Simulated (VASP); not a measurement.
S, 1 atom in the cell. Symmetry: P4/mmm, No. 123, tetragonal system. The conventional cell has a = 3.155 Å, b = 3.155 Å, c = 3.233 Å, α = 90.00°, β = 90.00°, γ = 90.00°. Within 4.2 Å of S (site symmetry 4/mmm) lie 6 S at 3.16 to 3.23 Å. 

* Program: VASP 6.6.1
* Task: single point
* Functional: PBE
* Potentials or basis: VASP PAW PBE potentials, release 64 (S)
* Cutoff: 520 eV
* k mesh: 6 × 6 × 6
* Occupations: gaussian, width 0.1 eV
* Spin: no spin polarisation
* Dipole correction: no
* Further INCAR settings: ALGO = Normal; EDIFF = 1e-06; NBANDS = 9

Potentials or basis: VASP PAW PBE potentials, release 64 (S).

The run is started by

```bash
$ cat potpaw_PBE.64/S/POTCAR > POTCAR
$ mpirun -np 1 vasp_std > vasp.out
```

Hardware: 1 thread of Intel(R) Xeon(R) 6975P-C (Granite Rapids) (shared host).

Q: Estimate the wall time of this run.

A: Run time: 2.5 s on 1 thread of Intel(R) Xeon(R) 6975P-C (Granite Rapids) (shared host), peak memory 0.13 GiB. Counts: scf iterations 11, k points 40.
